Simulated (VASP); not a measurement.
Wanted: the native input for a VASP 6.6.1 run.

```
Task                   : single point
Functional             : PBE
Potentials or basis    : VASP PAW PBE potentials, release 64 (Na_pv)
Cutoff                 : 520 eV
k mesh                 : 11 × 11 × 11
Occupations            : methfessel-paxton, width 0.2 eV
Spin                   : no spin polarisation
Dipole correction      : no
Further INCAR settings : ALGO = Normal; EDIFF = 1e-06; NBANDS = 10
```

The structure of Na lies in POSCAR:

```
Na
1.0
   -2.0985562613      2.0985562613      2.0985562613
    2.0985562613     -2.0985562613      2.0985562613
    2.0985562613      2.0985562613     -2.0985562613
Na
1
Direct
    0.0000000000      0.0000000000      0.0000000000
```

One way to write it, as run:

INCAR

```
PREC = Accurate ; ENCUT = 520
EDIFF = 1E-6 ; ISMEAR = 1
SIGMA = 0.2 ; LREAL = False
LASPH = True ; NELM = 60
ALGO = Normal ; ISIF = 2
LWAVE = False ; LCHARG = True
GGA = PE ; LELF = True
LVHAR = True ; NBANDS = 10
```

KPOINTS

```
Automatic mesh
0
Gamma
  11 11 11
```

Potentials or basis: VASP PAW PBE potentials, release 64 (Na_pv).

Launch:

```sh
$ cat potpaw_PBE.64/Na_pv/POTCAR > POTCAR
$ mpirun -np 1 vasp_std > vasp.out
```

It gave:

- Pressure: 0.0 GPa

Wall time 8.1 s on 1 thread of AMD EPYC 9R45 96-Core Processor (Zen 5), with other jobs on the host, peak memory 0.12 GiB.
